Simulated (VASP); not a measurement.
Here is a VASP 6.6.1 calculation.

File INCAR:

```
SYSTEM = InSb
PREC = Accurate
ENCUT = 520
EDIFF = 1E-6
ISMEAR = -1
SIGMA = 0.2
LREAL = .False.
LASPH = .True.
NELM = 100
ALGO = Normal
ISIF = 2
LWAVE = .False.
LCHARG = .True.
GGA = PE
LELF = .True.
LVHAR = .True.
NBANDS = 26
```

Contents of KPOINTS:

```
regular mesh
0
Gamma
  10 10 8
  0 0 0
```

Contents of POSCAR:

```
InSb
1.0
    3.0633140000     -3.0813730000      0.0000000000
    3.0633140000      3.0813730000      0.0000000000
    0.0000000000      0.0000000000      6.1268940000
In Sb
2 2
Direct
    0.2794110000      0.7205890000      0.2500000000
    0.7205890000      0.2794110000      0.7500000000
    0.7772050000      0.2227950000      0.2500000000
    0.2227950000      0.7772050000      0.7500000000
```

Potentials or basis: VASP PAW PBE potentials, release 64 (In_d, Sb).

Command:

```bash
$ cat potpaw_PBE.64/In_d/POTCAR potpaw_PBE.64/Sb/POTCAR > POTCAR
$ mpirun -np 1 vasp_std > vasp.out
```

(1) Predict the largest force.

(2) Predict the band gap on the k mesh.

(3) What does it give for the pressure?

## Answers

(1) 0.029 eV/Å.

(2) zero (band 18 reaches 7.21 eV, above the bottom of band 19 at 4.56 eV).

(3) 0.3 GPa.

Caveat: spin-orbit coupling is left out, which moves the levels of the heavy elements.
